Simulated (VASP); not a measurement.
# BaO3 (Cmmm) in VASP: a series of runs

BaO3 is run at these levels: PBE; tasks: single point, relaxation of cell and atoms.

Program: VASP 6.6.1. These are calculated values, not measurements. Logs are shortened: lines on timing, memory, paths and dates and some standing lists are left out, and cuts for length are marked.

## Step 1: The cell of the first run

Symmetry: Cmmm, No. 65, orthorhombic system. Conventional cell: a = 3.580 Å, b = 4.363 Å, c = 8.531 Å, α = 90.00°, β = 90.00°, γ = 90.00°. Ba (site symmetry mmm) has 8 O at 2.65 to 2.93 Å and 6 Ba at 2.82 to 3.58 Å within 3.6 Å. Within 3.6 Å of O (site symmetry mm2) lie 4 Ba at 2.65 to 2.93 Å and 10 O at 2.82 to 3.58 Å. O (site symmetry mmm) has 14 O at 2.82 to 3.58 Å within 3.7 Å.

The cell was generated, and may not be a known phase.

## Step 2: Single point, PBE, collinear spin, ferromagnetic start

Input file INCAR:

```
PREC = Accurate
ENCUT = 520
EDIFF = 1E-7
ISMEAR = 0
SIGMA = 0.1
LREAL = False
LASPH = True
NELM = 150
ALGO = Normal
ISIF = 2
LWAVE = False
LCHARG = True
ISPIN = 2
MAGMOM = 0 1 1 1
LORBIT = 11
GGA = PE
LELF = True
LVHAR = True
NBANDS = 26
```

Input file KPOINTS:

```
regular mesh
0
Gamma
  6 6 2
```

Input file POSCAR:

```
BaO3
1.0
    1.7898006400     -2.1813014500      0.0000000000
    1.7898006400      2.1813014500      0.0000000000
    0.0000000000      0.0000000000      8.5307962200
Ba O
1 3
Direct
    0.0000000000      0.0000000000      0.5000000000
    0.5000000000      0.5000000000      0.2713991700
    0.0000000000      0.0000000000      0.0000000000
    0.5000000000      0.5000000000      0.7286008300
```

Potentials or basis: VASP PAW PBE potentials, release 64 (Ba_sv, O).

Launch:

```sh
> cat potpaw_PBE.64/Ba_sv/POTCAR potpaw_PBE.64/O/POTCAR > POTCAR
> mpirun -np 1 vasp_std > vasp.out
```

OUTCAR:

```text
PREC = Accurate
   ENCUT = 520
   EDIFF = 1E-7
   ISMEAR = 0
   LREAL = False
   LASPH = True
   NELM = 150
   ISIF = 2
   ISPIN = 2
   LORBIT = 11
   GGA = PE

 ion  position               nearest neighbor table
   1  0.000  0.000  0.500-   2 2.65   4 2.65   2 2.65   4 2.65   2 2.93   4 2.93   2 2.93   4 2.93

   2  0.500  0.500  0.271-   1 2.65   1 2.65   1 2.93   1 2.93
   3  0.000  0.000  0.000-
   4  0.500  0.500  0.729-   1 2.65   1 2.65   1 2.93   1 2.93

  LATTYP: Found a base centered orthorhombic cell.
 ALAT       =     3.5796012800
 B/A-ratio  =     1.2187398983
 C/A-ratio  =     2.3831693959

  Lattice vectors:

 A1 = (   1.7898006400,  -2.1813014500,   0.0000000000)
 A2 = (   1.7898006400,   2.1813014500,   0.0000000000)
 A3 = (   0.0000000000,   0.0000000000,   8.5307962200)

Analysis of symmetry for initial positions (statically):
=====================================================================
 Subroutine PRICEL returns:
 Original cell was already a primitive cell.

 Routine SETGRP: Setting up the symmetry group for a
 base centered orthorhombic supercell.

 Subroutine GETGRP returns: Found  8 space group operations
 (whereof  8 operations were pure point group operations)
 out of a pool of  8 trial point group operations.

The static configuration has the point symmetry D_2h.

Analysis of symmetry for dynamics (positions and initial velocities):
=====================================================================
 Subroutine PRICEL returns:
 Original cell was already a primitive cell.

 Routine SETGRP: Setting up the symmetry group for a
 base centered orthorhombic supercell.

 Subroutine GETGRP returns: Found  8 space group operations
 (whereof  8 operations were pure point group operations)
 out of a pool of  8 trial point group operations.

The dynamic configuration has the point symmetry D_2h.

Analysis of structural, dynamic, and magnetic symmetry:
=====================================================================
 Subroutine PRICEL returns:
 Original cell was already a primitive cell.

 Routine SETGRP: Setting up the symmetry group for a
 base centered orthorhombic supercell.

 Subroutine GETGRP returns: Found  8 space group operations
 (whereof  8 operations were pure point group operations)
 out of a pool of  8 trial point group operations.

The overall configuration has the point symmetry D_2h.

 Subroutine INISYM returns: Found  8 space group operations
 (whereof  8 operations are pure point group operations),
 and found     1 'primitive' translations

----------------------------------------------------------------------------------------

                                     Primitive cell

  volume of cell :      66.6101

  direct lattice vectors                    reciprocal lattice vectors
     1.789800640 -2.181301450  0.000000000     0.279360723 -0.229220954  0.000000000
     1.789800640  2.181301450  0.000000000     0.279360723  0.229220954  0.000000000
     0.000000000  0.000000000  8.530796220     0.000000000  0.000000000  0.117222352

  length of vectors
     2.821606342  2.821606342  8.530796220     0.361364994  0.361364994  0.117222352

  position of ions in fractional coordinates (direct lattice)
     0.000000000  0.000000000  0.500000000
     0.500000000  0.500000000  0.271399170
     0.000000000  0.000000000  0.000000000
     0.500000000  0.500000000  0.728600830

  ion indices of the primitive-cell ions
   primitive index   ion index
                 1           1
                 2           2
                 3           3
                 4           4

----------------------------------------------------------------------------------------

 KPOINTS: regular mesh

Automatic generation of k-mesh.
 Grid dimensions read from file:
 generate k-points for:    6    6    2

 Generating k-lattice:

  Cartesian coordinates                     Fractional coordinates (reciprocal lattice)
     0.046560120 -0.038203492  0.000000000     0.166666667  0.000000000  0.000000000
     0.046560120  0.038203492  0.000000000     0.000000000  0.166666667  0.000000000
     0.000000000  0.000000000  0.058611176     0.000000000  0.000000000  0.500000000

  Length of vectors
     0.060227499  0.060227499  0.058611176

  Shift w.r.t. Gamma in fractional coordinates (k-lattice)
     0.000000000  0.000000000  0.000000000

 Subroutine IBZKPT returns following result:
 ===========================================

 Found     26 irreducible k-points:

 Following reciprocal coordinates:
            Coordinates               Weight
  0.000000  0.000000  0.000000      1.000000
  0.166667  0.000000  0.000000      4.000000
  0.333333 -0.000000  0.000000      4.000000
  0.500000  0.000000  0.000000      2.000000
  0.166667  0.166667  0.000000      2.000000
  0.333333  0.166667  0.000000      4.000000
[... 16 lines left out ...]
  0.333333  0.333333  0.500000      2.000000
  0.500000  0.333333  0.500000      4.000000
 [... further k-points ...]
   k-points           NKPTS =     26   k-points in BZ     NKDIM =     26   number of bands    NBANDS=     26
   number of dos      NEDOS =    301   number of ions     NIONS =      4
   total plane-waves  NPLWV =  36864
   dimension x,y,z NGX =    24 NGY =   24 NGZ =   64
   dimension x,y,z NGXF=    48 NGYF=   48 NGZF=  128
   ions per type =               1   3
   NGX,Y,Z   is equivalent  to a cutoff of  14.14, 14.14, 12.47 a.u.
   NGXF,Y,Z  is equivalent  to a cutoff of  28.28, 28.28, 24.94 a.u.
 SYSTEM =  unknown system
   PREC   = accura    normal or accurate (medium, high low for compatibility)
   ISTART =      0    job   : 0-new  1-cont  2-samecut
   ICHARG =      2    charge: 1-file 2-atom 10-const
   ISPIN  =      2    spin polarized calculation?
   LNONCOLLINEAR =      F non collinear calculations
   LSORBIT =      F    spin-orbit coupling
   LASPH  =      T    aspherical Exc in radial PAW
   ENCUT  =  520.0 eV  38.22 Ry    6.18 a.u.   5.25  5.25 15.86*2*pi/ulx,y,z
   NELM   =    150;   NELMIN=  2; NELMDL= -5     # of ELM steps
   EDIFF  = 0.1E-06   stopping-criterion for ELM
   LREAL  =      F    real-space projection
   EDIFFG = 0.1E-05   stopping-criterion for IOM
   NSW    =      0    number of steps for IOM
   IBRION =     -1    ionic relax: 0-MD 1-quasi-New 2-CG
   NFREE  =      0    steps in history (QN), initial steepest desc. (CG)
   ISIF   =      2    stress and relaxation
   ISYM   =      2    0-nonsym 1-usesym 2-fastsym
   POTIM  = 0.5000    time-step for ionic-motion
   TEBEG  =    0.0;   TEEND  =   0.0 temperature during run
   PSTRESS=    0.0 pullay stress
   NELECT =      28.0000    total number of electrons
   NUPDOWN=      -1.0000    fix difference up-down
   EMIN   =  10.00;   EMAX   =-10.00  energy-range for DOS
   EFERMI =   0.00;   METHOD = LEGACY
   ISMEAR =     0;   SIGMA  =   0.10  broadening in eV -4-tet -1-fermi 0-gaus
   EFERMI_NEDOS =   21; number of points for ismear=-14 and -15
   IALGO  =     38    algorithm
   IMIX   =      4    mixing-type and parameters
     AMIX     =   0.40;   BMIX     =  1.00
     AMIX_MAG =   1.60;   BMIX_MAG =  1.00
  volume/ion in A,a.u.               =      16.65       112.38
  Fermi-wavevector in a.u.,A,eV,Ry     =   1.226349  2.317464 20.462247  1.503933
  Thomas-Fermi vector in A             =   2.361353
   LORBIT       =     11    0 simple, 1 ext, 2 COOP (PROOUT), +10 PAW based schemes
   GGA     = PE    functional components
   LHFCALC =     F    Hartree Fock is set to
   AEXX    =    0.0000 exact exchange contribution
   IVDW    =     0    specifies the selected vdW correction
   LEPSILON=     F    determine dielectric tensor
   LRPA    =     F    only Hartree local field effects (RPA)
 spin polarized calculation
 Gauss-broadening in eV      SIGMA  =   0.10
  energy-cutoff  :      520.00
  volume of cell :       66.61
 maximum number of plane-waves:      1832
 NGX is ok and might be reduce to    24
   NGX = 11   NGY = 11   NGZ = 31

 number of electron      27.9999997 magnetization       2.1012527

 Free energy of the ion-electron system (eV)
  ---------------------------------------------------
  ext. energy  EPLUGINS =         0.00000000
  ---------------------------------------------------
  free energy    TOTEN  =       -12.37348704 eV

  energy without entropy =      -12.34868015  energy(sigma->0) =      -12.36108360

 E-fermi :  -0.1477     XC(G=0):  -9.5049

 val. band max:       -0.1491651660   @ k =   0.5000   0.0000   0.0000
 cond. band min:      -0.1360593803   @ k =   0.5000   0.0000   0.5000
 fundamental gap:      0.0131057857
 Fermi energy:        -0.1476935633

 spin component 1

 k-point     1 :       0.0000    0.0000    0.0000
  band No.  band energies     occupation
      1     -28.7088      1.00000
      2     -18.7915      1.00000
      3     -16.9679      1.00000
      4     -16.0150      1.00000
      5     -11.6956      1.00000
      6      -9.9670      1.00000
[... 18 lines left out ...]
     25      14.9788      0.00000
     26      15.4507      0.00000
[... 644 lines left out ...]
      4     -15.5557      1.00000
      5     -15.0489      1.00000
      6     -13.4365      1.00000
[... 18 lines left out ...]
     25      16.2894      0.00000
     26      16.4658      0.00000

 [... further k-points ...]

 spin component 2

 k-point     1 :       0.0000    0.0000    0.0000
  band No.  band energies     occupation
      1     -28.7114      1.00000
      2     -16.9796      1.00000
      3     -16.1215      1.00000
      4     -15.0465      1.00000
      5     -11.6934      1.00000
      6      -9.9735      1.00000
[... 18 lines left out ...]
     25      14.9725      0.00000
     26      15.4644      0.00000
[... 644 lines left out ...]
      4     -15.0620      1.00000
      5     -14.4273      1.00000
      6     -13.4409      1.00000
[... 18 lines left out ...]
     25      16.4683      0.00000
     26      17.0125      0.00000

 [... further k-points ...]

------------------------ aborting loop because EDIFF is reached ----------------------------------------

  FORCE on cell =-STRESS in cart. coord.  units (eV):
  Direction    XX          YY          ZZ          XY          YZ          ZX
  --------------------------------------------------------------------------------------
  -------------------------------------------------------------------------------------
  Total       11.0297952     10.2632750     -6.9306827     -0.0000000      0.0000000      0.0000000
  in kB      265.3005310    246.8633600   -166.7042561     -0.0000000      0.0000000      0.0000000
  external PRESSURE =     115.1532116 kB  Pullay stress =       0.0000000 kB

 VOLUME and BASIS-vectors are now :
 -----------------------------------------------------------------------------
  energy-cutoff  :      520.00
  volume of cell :       66.61
      direct lattice vectors                 reciprocal lattice vectors
     1.789800640 -2.181301450  0.000000000     0.279360723 -0.229220954  0.000000000
     1.789800640  2.181301450  0.000000000     0.279360723  0.229220954  0.000000000
     0.000000000  0.000000000  8.530796220     0.000000000  0.000000000  0.117222352

 POSITION                                       TOTAL-FORCE (eV/Angst)
 -----------------------------------------------------------------------------------
      0.00000      0.00000      4.26540         0.000000      0.000000      0.000000
      1.78980      0.00000      2.31525         0.000000      0.000000      1.385220
      0.00000      0.00000      0.00000         0.000000     -0.000000      0.000000
      1.78980      0.00000      6.21555        -0.000000      0.000000     -1.385220
 -----------------------------------------------------------------------------------
    total drift:                               -0.000000     -0.000000     -0.000000

  FREE ENERGIE OF THE ION-ELECTRON SYSTEM (eV)
  ---------------------------------------------------
  free  energy   TOTEN  =       -12.3734870443 eV

  energy  without entropy=      -12.3486801530  energy(sigma->0) =      -12.36108360

 total charge

# of ion       s       p       d       tot
------------------------------------------
    1        2.031   5.630   0.710   8.370
    2        1.605   3.137   0.000   4.743
    3        1.638   2.844   0.000   4.482
    4        1.605   3.137   0.000   4.743
--------------------------------------------------
tot          6.879  14.749   0.710  22.338

 magnetization (x)

# of ion       s       p       d       tot
------------------------------------------
    1        0.001  -0.001  -0.007  -0.006
    2        0.001  -0.004   0.000  -0.002
    3        0.017   1.728   0.000   1.745
    4        0.001  -0.004   0.000  -0.002
--------------------------------------------------
tot          0.020   1.720  -0.007   1.733
```

Wall time 3.8 min (1 thread of Intel Xeon Platinum 8488C (Sapphire Rapids), shared host); peak memory 0.25 GiB.

What came out:

```
Free energy                                           : -12.3735 eV
Pressure                                              : 11.5 GPa
Largest force                                         : 1.385 eV/Å
Net moment                                            : 2.10 μB per cell
Site moments                                          : Ba -0.01; O -0.00, +1.75 (each value once) μB
Valence electrons inside the program's atomic spheres : Ba 8.37; O 4.74, 4.48 (each value once)
```

Forces in eV/Å, atoms in the order of the input:
```
Ba   0.000  0.000  0.000
O    0.000  0.000  1.385
O    0.000  0.000  0.000
O    0.000  0.000 -1.385
```

Stress tensor (GPa, compression positive):
```
 26.53   0.00   0.00
  0.00  24.69   0.00
  0.00   0.00 -16.67
```

Caveat: the k points lie up to 0.38 Å⁻¹ apart; spin-orbit coupling is left out, which moves the levels of the heavy elements; forces of over 1 eV/Å act on the atoms, so gaps and moduli don't describe the material at rest.

## Step 3: Single point, PBE, collinear spin

This run uses another cell than the first one, of 21.99 Å³/atom.

Input file INCAR:

```
PREC = Accurate
ENCUT = 520
EDIFF = 1E-7
ISMEAR = 0
SIGMA = 0.1
LREAL = False
LASPH = True
NELM = 150
ALGO = Normal
ISIF = 2
LWAVE = False
LCHARG = False
ISPIN = 2
MAGMOM = 0 0.37 0.37 0
LORBIT = 11
GGA = PE
NBANDS = 26
```

Input file KPOINTS:

```
Automatic mesh
0
Gamma
  4 4 4
```

Input file POSCAR:

```
BaO3
1.0
    3.0065120889     -3.2099021756      0.0000000000
    3.0065120889      3.2099021756      0.0000000000
    0.0000000000      0.0000000000      4.5577533828
Ba O
1 3
Direct
    0.0000000000      0.0000000000      0.5000000000
    0.5000000000      0.5000000000      0.3559537093
    0.5000000000      0.5000000000      0.6440462907
    0.0000000000      0.0000000000      0.0000000000
```

Potentials or basis: VASP PAW PBE potentials, release 64 (Ba_sv, O).

Launch:

```sh
> cat potpaw_PBE.64/Ba_sv/POTCAR potpaw_PBE.64/O/POTCAR > POTCAR
> mpirun -np 1 vasp_std > vasp.out
```

Run time: 79 s. Hardware: 1 thread of Intel Xeon Platinum 8488C (Sapphire Rapids), shared host; peak memory 0.27 GiB.

Results (log left out):

| Property | Result |
| --- | --- |
| Free energy | -20.4673 eV |
| Pressure | 2.2 GPa |
| Largest force | 0.619 eV/Å |
| Net moment | 1.50 μB per cell |
| Site moments | Ba -0.01; O +0.55, +0.15 (each value once) μB |
| Valence electrons inside the program's atomic spheres | Ba 8.04; O 4.88, 4.91 (each value once) |

Forces in eV/Å, atoms in the order of the input:
```
Ba   0.000  0.000  0.000
O    0.000  0.000 -0.619
O    0.000  0.000  0.619
O    0.000  0.000  0.000
```

Stress tensor (GPa, compression positive):
```
0.21 0.00 0.00
0.00 0.17 0.00
0.00 0.00 6.21
```

Levels at points of the mesh, in eV from the Fermi level:
Spin up:
| k point | band 12 | band 13 | band 14 | band 15 | band 16 | band 17 | band 18 | band 19 |
| --- | --- | --- | --- | --- | --- | --- | --- | --- |
| (0.00, 0.00, 0.00) | -1.15 | -0.69 | -0.64 | 1.05 | 3.03 | 3.14 | 6.03 | 6.68 |
| (0.50, 0.00, 0.00) | -1.09 | -0.85 | -0.64 | 1.06 | 4.01 | 5.43 | 6.53 | 6.62 |
| (0.50, 0.50, 0.00) | -1.27 | -0.86 | -0.84 | 1.06 | 4.77 | 5.76 | 6.15 | 7.30 |
| (0.00, 0.00, 0.50) | -1.88 | -1.78 | -1.02 | -0.66 | 3.31 | 3.80 | 4.79 | 6.17 |
| (0.50, 0.00, 0.50) | -1.75 | -1.57 | -1.22 | -1.22 | 4.44 | 5.50 | 6.68 | 6.94 |
| (0.50, 0.50, 0.50) | -2.32 | -2.16 | -0.98 | -0.61 | 4.96 | 5.69 | 6.81 | 7.21 |
Spin down:
| k point | band 9 | band 10 | band 11 | band 12 | band 13 | band 14 | band 15 | band 16 | band 17 | band 18 |
| --- | --- | --- | --- | --- | --- | --- | --- | --- | --- | --- |
| (0.00, 0.00, 0.00) | -5.50 | -5.50 | -0.37 | -0.33 | -0.09 | 0.25 | 1.17 | 3.04 | 3.23 | 6.04 |
| (0.50, 0.00, 0.00) | -5.97 | -5.76 | -0.56 | -0.33 | -0.03 | 0.24 | 1.18 | 4.17 | 5.47 | 6.61 |
| (0.50, 0.50, 0.00) | -5.45 | -5.45 | -0.59 | -0.52 | -0.26 | 0.03 | 1.18 | 4.84 | 5.93 | 6.27 |
| (0.00, 0.00, 0.50) | -5.46 | -5.46 | -2.39 | -1.26 | -1.10 | 0.20 | 0.28 | 3.32 | 3.88 | 5.16 |
| (0.50, 0.00, 0.50) | -5.93 | -5.71 | -2.38 | -1.31 | -0.94 | -0.20 | 0.07 | 4.58 | 5.96 | 6.80 |
| (0.50, 0.50, 0.50) | -5.41 | -5.41 | -2.36 | -1.68 | -1.63 | 0.24 | 0.33 | 5.01 | 6.26 | 7.08 |

Caveat: the stress differs along the axes, from 0 to 6 GPa; spin-orbit coupling is left out, which moves the levels of the heavy elements.

## Step 4: Single point, PBE, collinear spin, ferromagnetic start

This run uses another cell than the first one, of 19.11 Å³/atom.

Input file INCAR:

```
  ALGO = Normal
  EDIFF = 1E-6
  ENCUT = 520
  GGA = PE
  ISIF = 2
  ISMEAR = 0
  ISPIN = 2
  LASPH = T
  LCHARG = F
  LORBIT = 11
  LREAL = F
  LWAVE = F
  MAGMOM = 0 1 1 1
  NBANDS = 26
  NELM = 150
  PREC = Accurate
  SIGMA = 0.1
```

Input file KPOINTS:

```
k-points
0
Gamma
  6 6 2
```

Input file POSCAR:

```
BaO3
1.0
    2.8572455849     -3.0545188152      0.0000000000
    2.8572455849      3.0545188152      0.0000000000
    0.0000000000      0.0000000000      4.3799306118
Ba O
1 3
Direct
    0.0000000000      0.0000000000      0.5000000000
    0.5000000000      0.5000000000      0.3462646185
    0.0000000000      0.0000000000      0.0000000000
    0.5000000000      0.5000000000      0.6537353815
```

Launch:

```sh
> cat potpaw_PBE.64/Ba_sv/POTCAR potpaw_PBE.64/O/POTCAR > POTCAR
> mpirun -np 1 vasp_std > vasp.out
```

Run time: 71 s. Hardware: 1 thread of Intel Xeon Platinum 8488C (Sapphire Rapids), shared host; peak memory 0.25 GiB.

Results (log left out):

```yaml
Free_energy: -20.5503 eV
Pressure: 2.3 GPa
Largest_force: 0.791 eV/Å
Net_moment: 1.00 μB per cell
Site_moments: Ba -0.01; O +0.41, -0.01 (each value once) μB
Valence_electrons_inside_the_program's_atomic_spheres: Ba 8.06; O 4.89, 4.91 (each value once)
```

Forces in eV/Å, atoms in the order of the input:
```
Ba   0.000  0.000  0.000
O    0.000  0.000 -0.791
O    0.000  0.000  0.000
O    0.000  0.000  0.791
```

Stress tensor (GPa, compression positive):
```
0.33 0.00 0.00
0.00 0.27 0.00
0.00 0.00 6.41
```

Levels at points of the mesh, in eV from the Fermi level:
Spin up:
```tsv
k point	band 12	band 13	band 14	band 15	band 16	band 17
(0.00, 0.00, 0.00)	-1.67	-1.35	-0.68	0.37	2.55	3.25
(0.50, 0.00, 0.00)	-1.67	-1.36	-0.59	0.43	4.07	5.08
(0.50, 0.50, 0.00)	-1.86	-1.58	-0.91	0.39	4.89	5.53
(0.00, 0.00, 0.50)	-2.62	-2.62	-1.28	-0.46	2.87	4.05
(0.50, 0.00, 0.50)	-2.76	-2.38	-1.56	-0.76	4.51	5.31
(0.50, 0.50, 0.50)	-3.21	-3.07	-1.19	-0.45	5.08	5.41
```
Spin down:
```csv
k point,band 10,band 11,band 12,band 13,band 14,band 15,band 16,band 17
"(0.00, 0.00, 0.00)",-4.96,-1.69,-1.65,-0.16,0.26,0.30,2.56,3.32
"(0.50, 0.00, 0.00)",-5.44,-1.84,-1.64,-0.14,0.25,0.45,4.23,5.12
"(0.50, 0.50, 0.00)",-4.87,-1.91,-1.84,-0.43,-0.05,0.28,4.94,5.76
"(0.00, 0.00, 0.50)",-4.90,-4.16,-2.56,-2.48,0.02,0.25,2.87,4.10
"(0.50, 0.00, 0.50)",-5.36,-4.12,-2.72,-2.36,-0.29,0.06,4.65,5.67
"(0.50, 0.50, 0.50)",-4.81,-4.13,-3.00,-2.99,-0.01,0.18,5.12,5.86
```

Caveat: the k points lie up to 0.72 Å⁻¹ apart; spin-orbit coupling is left out, which moves the levels of the heavy elements.

(Continued in part 2 of 2.)
